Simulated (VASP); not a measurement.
# Sr2AgMoO6 (I4/m) in VASP: a series of runs

The runs below take Sr2AgMoO6 through single point, relaxation of the atoms, with PBE.

All numbers are computed with VASP 6.6.1; they aren't measurements. Logs are shortened: lines on timing, memory, paths and dates and some standing lists are left out, and cuts for length are marked.

## (1) The cell of the first run

The structure is tetragonal, space group I4/m (No. 87). Conventional cell: a = 5.716 Å, b = 5.716 Å, c = 8.171 Å, α = 90.00°, β = 90.00°, γ = 90.00°. Sr (site symmetry -4) has 12 O at 2.69 to 3.07 Å within 3.5 Å. Within 2.8 Å of Ag (site symmetry 4/m) lie 6 O at 2.12 to 2.13 Å. Within 2.6 Å of Mo (site symmetry 4/m) lie 6 O at 1.95 to 1.96 Å. O (site symmetry 4) has 1 Mo at 1.95 Å and 1 Ag at 2.13 Å within 2.6 Å. O (site symmetry m) has 1 Mo at 1.96 Å and 1 Ag at 2.12 Å within 2.6 Å.

## (2) Single point, PBE

INCAR

```
SYSTEM = Sr2AgMoO6
ALGO     = Normal         ! electronic algorithm
EDIFF    = 1E-6           ! SCF threshold, eV
ENCUT    = 600            ! plane-wave cutoff, eV
GGA      = PE             ! functional
GGA_COMPAT= .FALSE.      
ISIF     = 2              ! what is computed and relaxed
ISMEAR   = 1              ! smearing method
LASPH    = .TRUE.         ! aspherical terms in the spheres
LCHARG   = .TRUE.         ! write CHGCAR
LELF     = .TRUE.         ! ELF
LREAL    = .FALSE.        ! projectors in reciprocal space
LVHAR    = .TRUE.       
LWAVE    = .FALSE.        ! write WAVECAR
NBANDS   = 52             ! bands
NELM     = 120            ! most SCF steps
PREC     = Accurate       ! precision mode
SIGMA    = 0.0674         ! smearing width, eV
```

KPOINTS

```
k-points
0
G
  6 6 6
  0 0 0
```

POSCAR

```
Sr2AgMoO6
1.0
    0.0000000000      5.7161340000      0.0000000000
    5.7161340000      0.0000000000      0.0000000000
    2.8580670000      2.8580670000     -4.0856280000
Sr Ag Mo O
2 1 1 6
Direct
    0.7500000000      0.2500000000      0.5000000000
    0.2500000000      0.7500000000      0.5000000000
    0.0000000000      0.0000000000      0.0000000000
    0.5000000000      0.5000000000      0.0000000000
    0.2611400000      0.2611400000      0.4777200000
    0.7388600000      0.7388600000      0.5222800000
    0.2933300000      0.2255800000      0.0000000000
    0.2255800000      0.7066700000      0.0000000000
    0.7066700000      0.7744200000      0.0000000000
    0.7744200000      0.2933300000      0.0000000000
```

Potentials or basis: VASP PAW PBE potentials, release 64 (Sr_sv, Ag, Mo_sv, O).

Launch:

```bash
$ cat potpaw_PBE.64/Sr_sv/POTCAR potpaw_PBE.64/Ag/POTCAR potpaw_PBE.64/Mo_sv/POTCAR potpaw_PBE.64/O/POTCAR > POTCAR
$ mpirun -np 1 vasp_std > vasp.out
```

OUTCAR:

```text
SYSTEM = Sr2AgMoO6
   EDIFF = 1E-6
   ENCUT = 600
   GGA = PE
   ISIF = 2
   ISMEAR = 1
   LASPH = .TRUE.
   LREAL = .FALSE.
   NELM = 120
   PREC = Accurate

 ion  position               nearest neighbor table
   1  0.750  0.250  0.500-   7 2.69   9 2.69   8 2.69  10 2.69   5 2.86   6 2.86   6 2.86   5 2.86
                             7 3.07   9 3.07  10 3.07   8 3.07   3 3.51   4 3.51   4 3.51   3 3.51
   2  0.250  0.750  0.500-   8 2.69  10 2.69   7 2.69   9 2.69   5 2.86   6 2.86   6 2.86   5 2.86
                            10 3.07   7 3.07   8 3.07   9 3.07   3 3.51   4 3.51   3 3.51   3 3.51
   3  0.000  0.000  0.000-   7 2.12   8 2.12   9 2.12  10 2.12   6 2.13   5 2.13   1 3.51   1 3.51
                             2 3.51   1 3.51   2 3.51   2 3.51   1 3.51   2 3.51
   4  0.500  0.500  0.000-   5 1.95   6 1.95   7 1.96   8 1.96   9 1.96  10 1.96   1 3.51   2 3.51
                             2 3.51   1 3.51   1 3.51   2 3.51   2 3.51   1 3.51
   5  0.261  0.261  0.478-   4 1.95   3 2.13   2 2.86   1 2.86   2 2.86   1 2.86
   6  0.739  0.739  0.522-   4 1.95   3 2.13   2 2.86   1 2.86   1 2.86   2 2.86
   7  0.293  0.226  0.000-   4 1.96   3 2.12   2 2.69   1 2.69   2 3.07   1 3.07
   8  0.226  0.707  0.000-   4 1.96   3 2.12   1 2.69   2 2.69   2 3.07   1 3.07
   9  0.707  0.774  0.000-   4 1.96   3 2.12   2 2.69   1 2.69   2 3.07   1 3.07
  10  0.774  0.293  0.000-   4 1.96   3 2.12   1 2.69   2 2.69   1 3.07   2 3.07

  LATTYP: Found a body centered tetragonal cell.
 ALAT       =     5.7161340000
 C/A-ratio  =     1.4295074258

  Lattice vectors:

 A1 = (  -2.8580670000,   2.8580670000,   4.0856280000)
 A2 = (   2.8580670000,  -2.8580670000,   4.0856280000)
 A3 = (   2.8580670000,   2.8580670000,  -4.0856280000)

Analysis of symmetry for initial positions (statically):
=====================================================================
 Subroutine PRICEL returns:
 Original cell was already a primitive cell.

 Routine SETGRP: Setting up the symmetry group for a
 body centered tetragonal supercell.

 Subroutine GETGRP returns: Found  8 space group operations
 (whereof  8 operations were pure point group operations)
 out of a pool of 16 trial point group operations.

The static configuration has the point symmetry C_4h.

Analysis of symmetry for dynamics (positions and initial velocities):
=====================================================================
 Subroutine PRICEL returns:
 Original cell was already a primitive cell.

 Routine SETGRP: Setting up the symmetry group for a
 body centered tetragonal supercell.

 Subroutine GETGRP returns: Found  8 space group operations
 (whereof  8 operations were pure point group operations)
 out of a pool of 16 trial point group operations.

The dynamic configuration has the point symmetry C_4h.

 Subroutine INISYM returns: Found  8 space group operations
 (whereof  8 operations are pure point group operations),
 and found     1 'primitive' translations

----------------------------------------------------------------------------------------

                                     Primitive cell

  volume of cell :     133.4946

  direct lattice vectors                    reciprocal lattice vectors
     0.000000000  5.716134000  0.000000000     0.000000000  0.174943415  0.122380207
     5.716134000  0.000000000  0.000000000     0.174943415  0.000000000  0.122380207
     2.858067000  2.858067000 -4.085628000     0.000000000  0.000000000 -0.244760414

  length of vectors
     5.716134000  5.716134000  5.747125378     0.213499680  0.213499680  0.244760414

  position of ions in fractional coordinates (direct lattice)
     0.750000000  0.250000000  0.500000000
     0.250000000  0.750000000  0.500000000
     0.000000000  0.000000000  0.000000000
     0.500000000  0.500000000  0.000000000
     0.261140000  0.261140000  0.477720000
     0.738860000  0.738860000  0.522280000
     0.293330000  0.225580000  0.000000000
     0.225580000  0.706670000  0.000000000
     0.706670000  0.774420000  0.000000000
     0.774420000  0.293330000  0.000000000

  ion indices of the primitive-cell ions
   primitive index   ion index
                 1           1
                 2           2
                 3           3
                 4           4
                 5           5
                 6           6
                 7           7
                 8           8
                 9           9
                10          10

----------------------------------------------------------------------------------------

 KPOINTS: k-points

Automatic generation of k-mesh.
 Grid dimensions read from file:
 generate k-points for:    6    6    6

 Generating k-lattice:

  Cartesian coordinates                     Fractional coordinates (reciprocal lattice)
     0.000000000  0.029157236  0.020396701     0.166666667  0.000000000 -0.000000000
     0.029157236  0.000000000  0.020396701     0.000000000  0.166666667 -0.000000000
     0.000000000  0.000000000 -0.040793402     0.000000000  0.000000000  0.166666667

  Length of vectors
     0.035583280  0.035583280  0.040793402

  Shift w.r.t. Gamma in fractional coordinates (k-lattice)
     0.000000000  0.000000000  0.000000000

 Subroutine IBZKPT returns following result:
 ===========================================

 Found     36 irreducible k-points:

 Following reciprocal coordinates:
            Coordinates               Weight
  0.000000  0.000000  0.000000      1.000000
  0.166667  0.000000  0.000000      8.000000
  0.333333  0.000000  0.000000      8.000000
  0.500000  0.000000  0.000000      4.000000
  0.166667  0.166667  0.000000      8.000000
  0.333333  0.166667  0.000000      8.000000
[... 16 lines left out ...]
  0.333333  0.333333  0.166667      8.000000
  0.500000  0.333333  0.166667      8.000000
 [... further k-points ...]
   k-points           NKPTS =     36   k-points in BZ     NKDIM =     36   number of bands    NBANDS=     52
   number of dos      NEDOS =    301   number of ions     NIONS =     10
   total plane-waves  NPLWV = 110592
   dimension x,y,z NGX =    48 NGY =   48 NGZ =   48
   dimension x,y,z NGXF=    96 NGYF=   96 NGZF=   96
   ions per type =               2   1   1   6
   NGX,Y,Z   is equivalent  to a cutoff of  13.96, 13.96, 13.88 a.u.
   NGXF,Y,Z  is equivalent  to a cutoff of  27.92, 27.92, 27.77 a.u.
 SYSTEM =  Sr2AgMoO6
   PREC   = accura    normal or accurate (medium, high low for compatibility)
   ISTART =      0    job   : 0-new  1-cont  2-samecut
   ICHARG =      2    charge: 1-file 2-atom 10-const
   ISPIN  =      1    spin polarized calculation?
   LNONCOLLINEAR =      F non collinear calculations
   LSORBIT =      F    spin-orbit coupling
   LASPH  =      T    aspherical Exc in radial PAW
   ENCUT  =  600.0 eV  44.10 Ry    6.64 a.u.  11.42 11.42 11.48*2*pi/ulx,y,z
   NELM   =    120;   NELMIN=  2; NELMDL= -5     # of ELM steps
   EDIFF  = 0.1E-05   stopping-criterion for ELM
   LREAL  =      F    real-space projection
   EDIFFG = 0.1E-04   stopping-criterion for IOM
   NSW    =      0    number of steps for IOM
   IBRION =     -1    ionic relax: 0-MD 1-quasi-New 2-CG
   NFREE  =      0    steps in history (QN), initial steepest desc. (CG)
   ISIF   =      2    stress and relaxation
   ISYM   =      2    0-nonsym 1-usesym 2-fastsym
   POTIM  = 0.5000    time-step for ionic-motion
   TEBEG  =    0.0;   TEEND  =   0.0 temperature during run
   PSTRESS=    0.0 pullay stress
   NELECT =      81.0000    total number of electrons
   NUPDOWN=      -1.0000    fix difference up-down
   EMIN   =  10.00;   EMAX   =-10.00  energy-range for DOS
   EFERMI =   0.00;   METHOD = LEGACY
   ISMEAR =     1;   SIGMA  =   0.07  broadening in eV -4-tet -1-fermi 0-gaus
   EFERMI_NEDOS =   21; number of points for ismear=-14 and -15
   IALGO  =     38    algorithm
   IMIX   =      4    mixing-type and parameters
     AMIX     =   0.40;   BMIX     =  1.00
     AMIX_MAG =   1.60;   BMIX_MAG =  1.00
  volume/ion in A,a.u.               =      13.35        90.09
  Fermi-wavevector in a.u.,A,eV,Ry     =   1.385953  2.619072 26.134980  1.920867
  Thomas-Fermi vector in A             =   2.510315
   LORBIT       =      0    0 simple, 1 ext, 2 COOP (PROOUT), +10 PAW based schemes
   GGA     = PE    functional components
   LHFCALC =     F    Hartree Fock is set to
   AEXX    =    0.0000 exact exchange contribution
   IVDW    =     0    specifies the selected vdW correction
   LEPSILON=     F    determine dielectric tensor
   LRPA    =     F    only Hartree local field effects (RPA)
 non-spin polarized calculation
 Methfessel and Paxton  Order N= 1 SIGMA  =   0.07
  energy-cutoff  :      600.00
  volume of cell :      133.49
 maximum number of plane-waves:      4501
 NGX is ok and might be reduce to    48
   NGX = 23   NGY = 23   NGZ = 23

 number of electron      80.9999998 magnetization

 Free energy of the ion-electron system (eV)
  ---------------------------------------------------
  ext. energy  EPLUGINS =         0.00000000
  ---------------------------------------------------
  free energy    TOTEN  =       -66.22665094 eV

  energy without entropy =      -66.22695095  energy(sigma->0) =      -66.22675094

 E-fermi :   5.0640     XC(G=0): -10.9117

 val. band max:        5.0440626954   @ k =   0.1667   0.1667   0.0000
 cond. band min:       5.0860249030   @ k =  -0.1667   0.3333  -0.0000
 fundamental gap:      0.0419622076
 Fermi energy:         5.0639664222

 k-point     1 :       0.0000    0.0000    0.0000
  band No.  band energies     occupation
      1     -58.0250      2.00000
      2     -32.1455      2.00000
      3     -32.0968      2.00000
      4     -32.0968      2.00000
      5     -29.4522      2.00000
      6     -29.4167      2.00000
[... 44 lines left out ...]
     51      11.1849      0.00000
     52      11.6821      0.00000
[... 1263 lines left out ...]
     51      11.5792      0.00000
     52      11.8406      0.00000

 [... further k-points ...]

------------------------ aborting loop because EDIFF is reached ----------------------------------------

  FORCE on cell =-STRESS in cart. coord.  units (eV):
  Direction    XX          YY          ZZ          XY          YZ          ZX
  --------------------------------------------------------------------------------------
  -------------------------------------------------------------------------------------
  Total        1.6846877      1.6846877      1.8570089     -0.0000003     -0.0000000      0.0000000
  in kB       20.2193120     20.2193120     22.2874784     -0.0000034     -0.0000000      0.0000000
  external PRESSURE =      20.9087008 kB  Pullay stress =       0.0000000 kB

 VOLUME and BASIS-vectors are now :
 -----------------------------------------------------------------------------
  energy-cutoff  :      600.00
  volume of cell :      133.49
      direct lattice vectors                 reciprocal lattice vectors
     0.000000000  5.716134000  0.000000000     0.000000000  0.174943415  0.122380207
     5.716134000  0.000000000  0.000000000     0.174943415  0.000000000  0.122380207
     2.858067000  2.858067000 -4.085628000     0.000000000  0.000000000 -0.244760414

 POSITION                                       TOTAL-FORCE (eV/Angst)
 -----------------------------------------------------------------------------------
      2.85807      5.71613     -2.04281        -0.000000      0.000000     -0.000000
      5.71613      2.85807     -2.04281        -0.000000     -0.000000     -0.000000
      0.00000      0.00000      0.00000        -0.000000      0.000000     -0.000000
      2.85807      2.85807      0.00000        -0.000000      0.000000     -0.000000
      2.85807      2.85807     -1.95179        -0.000000      0.000000      1.802786
      5.71613      5.71613     -2.13384        -0.000000      0.000000     -1.802786
      1.28945      1.67671      0.00000         1.108196      1.560045      0.000000
      4.03942      1.28945      0.00000        -1.560045      1.108196     -0.000000
      4.42669      4.03942      0.00000        -1.108196     -1.560045     -0.000000
      1.67671      4.42669      0.00000         1.560045     -1.108196      0.000000
 -----------------------------------------------------------------------------------
    total drift:                               -0.000000     -0.000000     -0.000000

  FREE ENERGIE OF THE ION-ELECTRON SYSTEM (eV)
  ---------------------------------------------------
  free  energy   TOTEN  =       -66.2266509353 eV

  energy  without entropy=      -66.2269509499  energy(sigma->0) =      -66.22675094
```

Wall time 5.9 min (1 thread of Intel Xeon Platinum 8375C at 2.90GHz (Ice Lake), shared host); peak memory 0.51 GiB.

Results:

```
Free energy   : -66.2267 eV
Pressure      : 2.1 GPa
Largest force : 1.914 eV/Å
```

Forces on the atoms (eV/Å):
```
Sr   0.000  0.000  0.000
Sr   0.000  0.000  0.000
Ag   0.000  0.000  0.000
Mo   0.000  0.000  0.000
O    0.000  0.000  1.803
O    0.000  0.000 -1.803
O    1.108  1.560  0.000
O   -1.560  1.108  0.000
O   -1.108 -1.560  0.000
O    1.560 -1.108  0.000
```

Levels at points of the mesh, in eV from the Fermi level:
| k point | band 39 | band 40 | band 41 | band 42 | band 43 | band 44 |
| --- | --- | --- | --- | --- | --- | --- |
| (0.00, 0.00, 0.00) | -1.62 | -1.55 | -1.27 | 1.19 | 1.19 | 1.28 |
| (0.50, 0.00, 0.00) | -1.94 | 0.31 | 0.37 | 0.93 | 1.05 | 1.16 |
| (0.50, 0.50, 0.00) | -1.45 | -1.34 | -0.49 | 0.98 | 1.46 | 1.50 |
| (0.00, 0.00, 0.50) | -1.46 | -1.46 | -0.72 | 1.06 | 1.52 | 1.52 |

Caveat: an odd number of electrons without spin polarisation forces a metal; a magnetic or distorted state may lie lower.

## (3) Relaxation of the atoms, PBE

INCAR

```
PREC = Accurate ; ENCUT = 520
EDIFF = 1E-6 ; ISMEAR = 1
SIGMA = 0.0674 ; LREAL = F
LASPH = T ; NELM = 60
ALGO = Normal ; ISIF = 2
LWAVE = F ; LCHARG = F
GGA = PE ; IBRION = 2
NSW = 60 ; EDIFFG = -0.03
LUSENCCL = F
```

KPOINTS

```
regular mesh
0
Gamma
  5 5 5
```

POSCAR is that of step 2.

Potentials or basis: VASP PAW PBE potentials, release 64 (Sr_sv, Ag, Mo_sv, O).

Launch:

```bash
$ cat potpaw_PBE.64/Sr_sv/POTCAR potpaw_PBE.64/Ag/POTCAR potpaw_PBE.64/Mo_sv/POTCAR potpaw_PBE.64/O/POTCAR > POTCAR
$ mpirun -np 1 vasp_std > vasp.out
```

It took 8.6 min on 1 × NVIDIA H100 80GB with 1 thread of Intel Xeon Platinum 8481C at 2.70GHz (Sapphire Rapids), shared host; peak memory 1.4 GiB.

Results (log left out):

* Free energy: -66.8359 eV
* Energy gained by relaxing: 59.9 meV/atom
* Ionic steps: 15
* Pressure after relaxing: 4.6 GPa
* Largest force after relaxing: 0.008 eV/Å

Forces in eV/Å, atoms in the order of the input:
```
Sr   0.000  0.000  0.000
Sr   0.000  0.000  0.000
Ag   0.000  0.000  0.000
Mo   0.000  0.000  0.000
O    0.000  0.000  0.000
O    0.000  0.000  0.000
O   -0.005 -0.006  0.000
O    0.006 -0.005  0.000
O    0.005  0.006  0.000
O   -0.006  0.005  0.000
```

Stress tensor (GPa, compression positive):
```
4.35 0.00 0.00
0.00 4.35 0.00
0.00 0.00 5.20
```

The path:
```tsv
step	energy change (eV)	largest force (eV/Å)	pressure (GPa)
1	0.0000	1.9146	2.34
2	-0.1972	1.5616	9.00
3	-0.3306	0.4108	5.83
4	-0.3626	0.4101	5.68
5	-0.4529	0.3818	5.24
6	-0.5693	0.5099	4.29
7	-0.5759	0.6850	3.91
8	-0.5922	0.2116	4.64
9	-0.5922	0.2110	4.64
10	-0.5957	0.1323	4.62
11	-0.5984	0.0466	4.58
12	-0.5984	0.0468	4.58
13	-0.5988	0.0410	4.65
14	-0.5989	0.0546	4.70
15	-0.5991	0.0080	4.63
```

Final structure:
```yaml
crystal:
  lattice:
    - [0.00000, 5.71613, 0.00000]
    - [5.71613, 0.00000, 0.00000]
    - [2.85807, 2.85807, -4.08563]
  atoms:
    - { symbol: Sr, position: [0.75000, 0.25000, 0.50000] }
    - { symbol: Sr, position: [0.25000, 0.75000, 0.50000] }
    - { symbol: Ag, position: [0.00000, 0.00000, 0.00000] }
    - { symbol: Mo, position: [0.50000, 0.50000, 0.00000] }
    - { symbol: O, position: [0.26506, 0.26506, 0.46988] }
    - { symbol: O, position: [0.73494, 0.73494, 0.53012] }
    - { symbol: O, position: [0.33677, 0.20700, 0.00000] }
    - { symbol: O, position: [0.20700, 0.66323, 0.00000] }
    - { symbol: O, position: [0.66323, 0.79300, 0.00000] }
    - { symbol: O, position: [0.79300, 0.33677, 0.00000] }
```

Levels at points of the mesh, in eV from the Fermi level:
| k point | band 38 | band 39 | band 40 | band 41 | band 42 | band 43 | band 44 | band 45 |
| --- | --- | --- | --- | --- | --- | --- | --- | --- |
| (0.00, 0.00, 0.00) | -1.45 | -1.20 | -1.20 | -0.93 | 1.98 | 1.98 | 2.24 | 4.04 |

Caveat: an odd number of electrons without spin polarisation forces a metal; a magnetic or distorted state may lie lower.
